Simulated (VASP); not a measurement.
# BiTe (P-6m2) in VASP: a series of runs, part 2 of 2

VASP 6.6.1. The steps go on from the part before.

## (3) Relaxation of shape and atoms at fixed volume, PBE (31.79 Å³/atom)

This run uses another cell than the first one, of 31.79 Å³/atom.

File INCAR:

```
PREC = Accurate ; ENCUT = 500
EDIFF = 1E-7 ; ISMEAR = 0
SIGMA = 0.05 ; LREAL = F
LASPH = T ; NELM = 120
ALGO = Normal ; ISIF = 4
LWAVE = F ; LCHARG = F
GGA = PE ; IBRION = 2
NSW = 60 ; EDIFFG = -0.01
GGA_COMPAT = F ; NELMIN = 4
```

File KPOINTS:

```
regular mesh
0
Gamma
  10 10 8
```

File POSCAR:

```
BiTe
1.0
    4.0812314809      0.0000000000      0.0000000000
   -2.0406157405      3.5344501412      0.0000000000
    0.0000000000      0.0000000000      4.4072412871
Bi Te
1 1
Direct
    0.0000000000      0.0000000000      0.0000000000
    0.6666666667      0.3333333333      0.5000000000
```

Potentials or basis: VASP PAW PBE potentials, release 64 (Bi_d, Te).

Run with:

```bash
$ cat potpaw_PBE.64/Bi_d/POTCAR potpaw_PBE.64/Te/POTCAR > POTCAR
$ mpirun -np 1 vasp_std > vasp.out
```

Wall time 43 s (1 thread of Intel Xeon 6975P-C (Granite Rapids), shared host); peak memory 0.21 GiB.

It converged, with:

| Property | Result |
| --- | --- |
| Free energy | -7.0057 eV |
| Energy gained by relaxing | 0.3 meV/atom |
| Ionic steps | 3 |
| Pressure after relaxing | 1.8 GPa |
| Band gap on the k mesh | zero (an odd number of electrons rules out a gap without spin polarisation) |

Step by step:
```csv
step,energy change (eV),largest force (eV/Å),pressure (GPa),volume (Å³)
1,0.0000,0.0000,1.96,63.57
2,-0.0004,0.0000,1.89,63.57
3,-0.0005,0.0000,1.82,63.57
```

Final structure:
```yaml
crystal:
  lattice:
    - [4.06845, 0.00000, 0.00000]
    - [-2.03423, 3.52338, 0.00000]
    - [0.00000, 0.00000, 4.43497]
  atoms:
    - { symbol: Bi, position: [0.00000, 0.00000, 0.00000] }
    - { symbol: Te, position: [0.66667, 0.33333, 0.50000] }
```

Levels at points of the mesh, in eV from the Fermi level:
```tsv
k point	band 8	band 9	band 10	band 11	band 12	band 13
(0.00, 0.00, 0.00)	-4.18	-1.35	-1.35	1.90	1.90	3.31
(0.50, 0.00, 0.00)	-3.41	-2.89	-2.24	-0.40	0.26	3.18
(0.00, 0.00, 0.50)	-0.62	-0.50	-0.50	0.52	1.25	1.25
(0.50, 0.00, 0.50)	-5.22	-5.22	-1.37	-0.15	1.40	1.70
```

Caveat: spin-orbit coupling is left out, which moves the levels of the heavy elements.

## (4) Relaxation of shape and atoms at fixed volume, PBE (32.45 Å³/atom)

This run uses another cell than the first one, of 32.45 Å³/atom.

File INCAR:

```
SYSTEM = BiTe
PREC = Accurate
ENCUT = 500
EDIFF = 1E-7
ISMEAR = 0
SIGMA = 0.05
LREAL = .FALSE.
LASPH = .TRUE.
NELM = 120
ALGO = Normal
ISIF = 4
LWAVE = .FALSE.
LCHARG = .FALSE.
GGA = PE
IBRION = 2
NSW = 60
EDIFFG = -0.01
GGA_COMPAT = .FALSE.
NELMIN = 4
```

File KPOINTS:

```
Automatic mesh
0
G
  10 10 8
  0 0 0
```

File POSCAR:

```
BiTe
1.0
    4.1219060647      0.0000000000      0.0000000000
   -2.0609530324      3.5696753641      0.0000000000
    0.0000000000      0.0000000000      4.4107043287
Bi Te
1 1
Direct
    0.0000000000      0.0000000000      0.0000000000
    0.6666666667      0.3333333333      0.5000000000
```

Run with:

```bash
$ cat potpaw_PBE.64/Bi_d/POTCAR potpaw_PBE.64/Te/POTCAR > POTCAR
$ mpirun -np 1 vasp_std > vasp.out
```

Wall time 43 s (1 thread of Intel Xeon 6975P-C (Granite Rapids), shared host); peak memory 0.22 GiB.

Results (log left out):

| Item | Value |
| --- | --- |
| Free energy | -7.0169 eV |
| Energy gained by relaxing | 0.3 meV/atom |
| Ionic steps | 3 |
| Pressure after relaxing | 0.8 GPa |
| Band gap on the k mesh | zero (an odd number of electrons rules out a gap without spin polarisation) |

Step by step:
```
step  energy change (eV)  largest force (eV/Å)  pressure (GPa)  volume (Å³)
   1              0.0000                0.0000            0.98        64.90
   2             -0.0005                0.0000            0.90        64.90
   3             -0.0006                0.0000            0.85        64.90
```

Final structure:
```cif
data_structure
_symmetry_space_group_name_H-M 'P 1'
_symmetry_Int_Tables_number 1
_cell_length_a 4.1099
_cell_length_b 4.1099
_cell_length_c 4.4365
_cell_angle_alpha 90.000
_cell_angle_beta 90.000
_cell_angle_gamma 120.000
_cell_volume 64.90
loop_
_atom_site_label
_atom_site_type_symbol
_atom_site_fract_x
_atom_site_fract_y
_atom_site_fract_z
_atom_site_occupancy
Bi1 Bi 0.00000 0.00000 0.00000 1
Te1 Te 0.66667 0.33333 0.50000 1
```

Levels at points of the mesh, in eV from the Fermi level:
| k point | band 7 | band 8 | band 9 | band 10 | band 11 | band 12 | band 13 | band 14 |
| --- | --- | --- | --- | --- | --- | --- | --- | --- |
| (0.00, 0.00, 0.00) | -8.50 | -4.06 | -1.42 | -1.42 | 1.80 | 1.80 | 3.29 | 4.40 |
| (0.50, 0.00, 0.00) | -10.42 | -3.37 | -2.91 | -2.19 | -0.35 | 0.27 | 3.10 | 3.20 |
| (0.00, 0.00, 0.50) | -11.82 | -0.72 | -0.57 | -0.57 | 0.39 | 1.15 | 1.15 | 6.60 |
| (0.50, 0.00, 0.50) | -10.74 | -5.13 | -5.13 | -1.40 | -0.18 | 1.36 | 1.65 | 7.71 |

Caveat: spin-orbit coupling is left out, which moves the levels of the heavy elements.

## (5) Relaxation of shape and atoms at fixed volume, PBE (33.77 Å³/atom)

This run uses another cell than the first one, of 33.77 Å³/atom.

File INCAR:

```
SYSTEM = BiTe
ALGO = Normal
EDIFF = 1E-7
EDIFFG = -0.01
ENCUT = 500
GGA = PE
GGA_COMPAT = .False.
IBRION = 2
ISIF = 4
ISMEAR = 0
LASPH = .True.
LCHARG = .False.
LREAL = .False.
LWAVE = .False.
NELM = 120
NELMIN = 4
NSW = 60
PREC = Accurate
SIGMA = 0.05
```

File KPOINTS:

```
k-points
0
Gamma
  10 10 8
  0 0 0
```

File POSCAR:

```
BiTe
1.0
    4.1772402657      0.0000000000      0.0000000000
   -2.0886201329      3.6175961878      0.0000000000
    0.0000000000      0.0000000000      4.4699154791
Bi Te
1 1
Direct
    0.0000000000      0.0000000000      0.0000000000
    0.6666666667      0.3333333333      0.5000000000
```

Potentials or basis: VASP PAW PBE potentials, release 64 (Bi_d, Te).

Run with:

```bash
$ cat potpaw_PBE.64/Bi_d/POTCAR potpaw_PBE.64/Te/POTCAR > POTCAR
$ mpirun -np 1 vasp_std > vasp.out
```

OUTCAR:

```text
SYSTEM = BiTe
   EDIFF = 1E-7
   EDIFFG = -0.01
   ENCUT = 500
   GGA = PE
   IBRION = 2
   ISIF = 4
   ISMEAR = 0
   LASPH = .True.
   LREAL = .False.
   NELM = 120
   NELMIN = 4
   NSW = 60
   PREC = Accurate

 ion  position               nearest neighbor table
   1  0.000  0.000  0.000-   2 3.29   2 3.29   2 3.29   2 3.29   2 3.29   2 3.29
   2  0.667  0.333  0.500-   1 3.29   1 3.29   1 3.29   1 3.29   1 3.29   1 3.29

  LATTYP: Found a hexagonal cell.
 ALAT       =     4.1772402657
 C/A-ratio  =     1.0700642517

  Lattice vectors:

 A1 = (   4.1772402657,   0.0000000000,   0.0000000000)
 A2 = (  -2.0886201329,   3.6175961878,   0.0000000000)
 A3 = (   0.0000000000,   0.0000000000,   4.4699154791)

Analysis of symmetry for initial positions (statically):
=====================================================================
[... 261 lines left out ...]

 k-point     1 :       0.0000    0.0000    0.0000
  band No.  band energies     occupation
      1     -16.7061      2.00000
      2     -16.6794      2.00000
      3     -16.6794      2.00000
      4     -16.6694      2.00000
      5     -16.6694      2.00000
      6      -6.7895      2.00000
      7      -1.9894      2.00000
      8       2.7661      2.00000
      9       5.0935      2.00000
     10       5.0935      2.00000
     11       8.2416      0.00000
     12       8.2416      0.00000
     13       9.8907      0.00000
     14      10.7176      0.00000
[... 377 lines left out ...]
      1     -16.6952      2.00000
      2     -16.6904      2.00000
      3     -16.6828      2.00000
      4     -16.6672      2.00000
      5     -16.6489      2.00000
      6      -5.1562      2.00000
      7      -3.7465      2.00000
      8       2.6076      2.00000
      9       3.6020      2.00000
     10       4.7123      2.00000
     11       5.9208      2.00000
     12       8.1436      0.00000
     13       8.7530      0.00000
     14      10.6643      0.00000

 [... further k-points ...]
[... 5 lines left out ...]
  --------------------------------------------------------------------------------------
  -------------------------------------------------------------------------------------
  Total       -0.3577087     -0.3577087     -0.3607115      0.0000000      0.0000000      0.0000000
  in kB       -8.4845982     -8.4845982     -8.5558216      0.0000000      0.0000000      0.0000000
  external PRESSURE =      -8.5083393 kB  Pullay stress =       0.0000000 kB
[... 17 lines left out ...]
  FREE ENERGIE OF THE ION-ELECTRON SYSTEM (eV)
  ---------------------------------------------------
  free  energy   TOTEN  =        -7.0169561377 eV

  energy  without entropy=       -7.0159640255  energy(sigma->0) =       -7.01646008

 reached required accuracy - stopping structural energy minimisation
```

OSZICAR:

```text
N       E                     dE             d eps       ncg     rms          rms(c)
DAV:   1     0.152911741117E+03    0.15291E+03   -0.98955E+03  1960   0.141E+03
DAV:   2     0.371021486558E+01   -0.14920E+03   -0.14757E+03  2074   0.355E+02
DAV:   3    -0.683394259611E+01   -0.10544E+02   -0.10315E+02  2530   0.101E+02
[... 21 lines left out ...]
DAV:   2    -0.701719070343E+01    0.43767E-03   -0.82942E-04  2146   0.308E-01    0.797E-02
DAV:   3    -0.701695575875E+01    0.23494E-03   -0.49105E-04  2472   0.193E-01    0.928E-03
DAV:   4    -0.701695643843E+01   -0.67968E-06   -0.39060E-05  2134   0.520E-02    0.657E-03
DAV:   5    -0.701695613102E+01    0.30740E-06   -0.15409E-06  3008   0.140E-02    0.290E-03
DAV:   6    -0.701695613771E+01   -0.66834E-08   -0.10638E-07  1416   0.415E-03
   3 F= -.70169561E+01 E0= -.70164601E+01  d E =-.404546E-03
```

It took 48 s on 1 thread of Intel Xeon 6975P-C (Granite Rapids), shared host; peak memory 0.23 GiB.

Results:

* Free energy: -7.0170 eV
* Energy gained by relaxing: 0.2 meV/atom
* Ionic steps: 3
* Pressure after relaxing: -0.9 GPa
* Band gap on the k mesh: zero (an odd number of electrons rules out a gap without spin polarisation)

The path:
| step | energy change (eV) | largest force (eV/Å) | pressure (GPa) | volume (Å³) |
| --- | --- | --- | --- | --- |
| 1 | 0.0000 | 0.0000 | -0.96 | 67.55 |
| 2 | -0.0003 | 0.0000 | -0.90 | 67.55 |
| 3 | -0.0004 | 0.0000 | -0.85 | 67.55 |

Final structure:
```
Bi Te
1.0
     4.18717    0.00000    0.00000
    -2.09358    3.62619    0.00000
     0.00000    0.00000    4.44875
Bi Te
1 1
Direct
  0.00000 0.00000 0.00000
  0.66667 0.33333 0.50000
```

Caveat: spin-orbit coupling is left out, which moves the levels of the heavy elements.

## (6) Summary

| cell | gap on the mesh (eV) | pressure (GPa) |
| --- | --- | --- |
| relaxed from a = 4.049, b = 4.049, c = 4.408 Å, angles 90.0, 90.0, 120.0°, 2 atoms | none | 2.6 |
| relaxed from a = 4.081, b = 4.081, c = 4.407 Å, angles 90.0, 90.0, 120.0°, 2 atoms | none | 1.8 |
| relaxed from a = 4.122, b = 4.122, c = 4.411 Å, angles 90.0, 90.0, 120.0°, 2 atoms | none | 0.8 |
| relaxed from a = 4.177, b = 4.177, c = 4.470 Å, angles 90.0, 90.0, 120.0°, 2 atoms | none | -0.9 |

Alike in all rows: task relaxation of shape and atoms at fixed volume; level PBE; potentials or basis VASP PAW PBE potentials, release 64 (Bi_d, Te); no spin polarisation; k mesh 10 × 10 × 8; cutoff (eV) 500; smearing gaussian 0.05 eV.

Caveats: spin-orbit coupling is left out, which moves the levels of the heavy elements.

Absolute energies hang on the potentials; compare differences alone.
